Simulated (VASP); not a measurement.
# SnO (P4mm) in VASP: further runs, part 2 of 2

VASP 6.6.1. The steps go on from the part before.

### Step 3. Single point, PBEsol+D3(BJ) (atom 1 (Sn) moved by (+0.000, -0.225) A along y and z)

Input file INCAR:

```
SYSTEM = SnO
  PREC = Accurate
  ENCUT = 520
  EDIFF = 1E-7
  ISMEAR = 0
  SIGMA = 0.15
  LREAL = .False.
  LASPH = .True.
  NELM = 100
  ALGO = Normal
  ISIF = 2
  LWAVE = .False.
  LCHARG = .False.
  GGA = PS
  IVDW = 12
  NBANDS = 28
```

Input file KPOINTS:

```
regular mesh
0
Gamma
  12 12 10
  0 0 0
```

Input file POSCAR:

```
SnO
1.0
    3.8020000000      0.0000000000      0.0000000000
    0.0000000000      3.8020000000      0.0000000000
    0.0000000000      0.0000000000      4.8360000000
Sn O
2 2
Direct
    0.0000000000      0.5000000000      0.1919739454
    0.5000000000      0.0000000000      0.7615000000
    0.0000000000      0.0000000000      0.0000000000
    0.5000000000      0.5000000000      0.0000000000
```

Potentials or basis: VASP PAW PBE potentials, release 64 (Sn_d, O).

On the command line:

```console
> cat potpaw_PBE.64/Sn_d/POTCAR potpaw_PBE.64/O/POTCAR > POTCAR
> mpirun -np 1 vasp_std > vasp.out
```

OUTCAR:

```text
SYSTEM = SnO
   PREC = Accurate
   ENCUT = 520
   EDIFF = 1E-7
   ISMEAR = 0
   LREAL = .False.
   LASPH = .True.
   NELM = 100
   ISIF = 2
   GGA = PS
   IVDW = 12
 IVDW          = 12

 ion  position               nearest neighbor table
   1  0.000  0.500  0.192-   3 2.12   4 2.12   3 2.12   4 2.12   2 3.40   2 3.40   2 3.40   2 3.40

   2  0.500  0.000  0.761-   3 2.22   4 2.22   4 2.22   3 2.22   1 3.40   1 3.40   1 3.40   1 3.40

   3  0.000  0.000  0.000-   1 2.12   1 2.12   2 2.22   2 2.22
   4  0.500  0.500  0.000-   1 2.12   1 2.12   2 2.22   2 2.22

  LATTYP: Found a simple tetragonal cell.
 ALAT       =     3.8020000000
 C/A-ratio  =     1.2719621252

  Lattice vectors:

 A1 = (   3.8020000000,   0.0000000000,   0.0000000000)
 A2 = (   0.0000000000,   3.8020000000,   0.0000000000)
 A3 = (   0.0000000000,   0.0000000000,   4.8360000000)

Analysis of symmetry for initial positions (statically):
=====================================================================
 Subroutine PRICEL returns:
 Original cell was already a primitive cell.

 Routine SETGRP: Setting up the symmetry group for a
 simple tetragonal supercell.

 Subroutine GETGRP returns: Found  8 space group operations
 (whereof  4 operations were pure point group operations)
 out of a pool of 16 trial point group operations.
[... 173 lines left out ...]
 fundamental gap:      0.6086641418
 Fermi energy:         7.4104265504

 k-point     1 :       0.0000    0.0000    0.0000
  band No.  band energies     occupation
      1     -15.1368      2.00000
      2     -14.4549      2.00000
      3     -14.4549      2.00000
      4     -14.4487      2.00000
      5     -14.4142      2.00000
      6     -14.4109      2.00000
[... 733 lines left out ...]
     27      14.5110      0.00000
     28      15.2061      0.00000

 [... further k-points ...]

------------------------ aborting loop because EDIFF is reached ----------------------------------------

 Edisp (eV)   -0.86277

 E8    (eV) :    -0.5707

  FORCE on cell =-STRESS in cart. coord.  units (eV):
  Direction    XX          YY          ZZ          XY          YZ          ZX
  --------------------------------------------------------------------------------------
  -------------------------------------------------------------------------------------
  Total       2.82579     2.82579     2.69955     0.00000     0.00000     0.00000
  in kB      64.76493    64.76493    61.87169     0.00000     0.00000     0.00000
  external pressure =       63.80 kB  Pullay stress =        0.00 kB

 VOLUME and BASIS-vectors are now :
 -----------------------------------------------------------------------------
  energy-cutoff  :      520.00
  volume of cell :       69.91
      direct lattice vectors                 reciprocal lattice vectors
     3.802000000  0.000000000  0.000000000     0.263019463  0.000000000  0.000000000
     0.000000000  3.802000000  0.000000000     0.000000000  0.263019463  0.000000000
     0.000000000  0.000000000  4.836000000     0.000000000  0.000000000  0.206782465

 POSITION                                       TOTAL-FORCE (eV/Angst)
 -----------------------------------------------------------------------------------
      0.00000      1.90100      0.92839         0.000000      0.000000      3.360744
      1.90100      0.00000      3.68261         0.000000      0.000000     -1.479925
      0.00000      0.00000      0.00000         0.000000      0.000000     -0.940410
      1.90100      1.90100      0.00000         0.000000      0.000000     -0.940410
 -----------------------------------------------------------------------------------
    total drift:                                0.000000      0.000000      0.000076

  FREE ENERGIE OF THE ION-ELECTRON SYSTEM (eV)
  ---------------------------------------------------
  free  energy   TOTEN  =       -24.6884362927 eV

  energy  without entropy=      -24.6884251061  energy(sigma->0) =      -24.68843070
```

OSZICAR:

```text
N       E                     dE             d eps       ncg     rms          rms(c)
DAV:   1     0.419416542525E+03    0.41942E+03   -0.19882E+04  9744   0.218E+03
DAV:   2     0.372810887877E+02   -0.38214E+03   -0.36670E+03  9756   0.543E+02
DAV:   3    -0.240343774400E+02   -0.61315E+02   -0.60191E+02 10716   0.182E+02
DAV:   4    -0.269750615075E+02   -0.29407E+01   -0.29243E+01 10928   0.426E+01
DAV:   5    -0.270443136113E+02   -0.69252E-01   -0.69240E-01 10448   0.701E+00    0.111E+01
DAV:   6    -0.238676523655E+02    0.31767E+01   -0.14023E+01 15232   0.430E+01    0.475E+00
DAV:   7    -0.238584397899E+02    0.92126E-02   -0.15624E+00 10844   0.797E+00    0.245E+00
DAV:   8    -0.238355345872E+02    0.22905E-01   -0.27753E-01 13588   0.410E+00    0.788E-01
DAV:   9    -0.238249410006E+02    0.10594E-01   -0.50284E-02 14696   0.266E+00    0.226E-01
DAV:  10    -0.238257131794E+02   -0.77218E-03   -0.57098E-03 11392   0.812E-01    0.852E-02
DAV:  11    -0.238256605158E+02    0.52664E-04   -0.85300E-04 14504   0.324E-01    0.273E-02
DAV:  12    -0.238256759156E+02   -0.15400E-04   -0.12821E-04 11148   0.825E-02    0.278E-02
DAV:  13    -0.238256682953E+02    0.76203E-05   -0.46895E-05 13680   0.718E-02    0.422E-03
DAV:  14    -0.238256685161E+02   -0.22083E-06   -0.59548E-06 11724   0.225E-02    0.241E-03
DAV:  15    -0.238256685859E+02   -0.69714E-07   -0.27896E-07  9092   0.552E-03
   1 F= -.24688436E+02 E0= -.24688431E+02  d E =-.111866E-04
```

stdout:

```text
POSCAR found type information on POSCAR SnO
 POSCAR found :  2 types and       4 ions
 scaLAPACK will be used
 -----------------------------------------------------------------------------
|                                                                             |
|                                                                             |
|     You enforced a specific xc type in the INCAR file but a different       |
|     I HOPE YOU KNOW WHAT YOU ARE DOING!                                     |
|                                                                             |
 -----------------------------------------------------------------------------

 LDA part: xc-table for (Slater+PW92), standard interpolation
 POSCAR, INCAR and KPOINTS ok, starting setup
 FFT: planning ... GRIDC
 FFT: planning ... GRID_SOFT
 FFT: planning ... GRID
 WAVECAR not read
 entering main loop
```

Run time: 5.2 min. Hardware: 1 thread of Intel Xeon 8259CL, shared host; peak memory 0.38 GiB.

What came out:

```yaml
Free_energy: -24.6884 eV
Pressure: 6.4 GPa
Largest_force: 3.361 eV/Å
Band_gap_on_the_k_mesh: 0.61 eV (least direct gap 1.70 eV)
Dispersion_energy_per_atom: -0.216 eV
```

Forces on the atoms (eV/Å):
```
Sn   0.000  0.000  3.361
Sn   0.000  0.000 -1.480
O    0.000  0.000 -0.940
O    0.000  0.000 -0.940
```

Stress tensor (GPa, compression positive):
```
6.48 0.00 0.00
0.00 6.48 0.00
0.00 0.00 6.19
```

Caveat: the cell differs from its parent crystal (atom 1 (Sn) moved by (+0.000, -0.225) A along y and z); the cell stands under pressure; semilocal functionals underestimate gaps, and a narrow one can read as zero; the PAW data sets were made with another functional, which shifts forces and pressure a little; spin-orbit coupling is left out, which moves the levels of the heavy elements.

The gap in the log of VASP goes by the Fermi energy; the results here count the filled bands.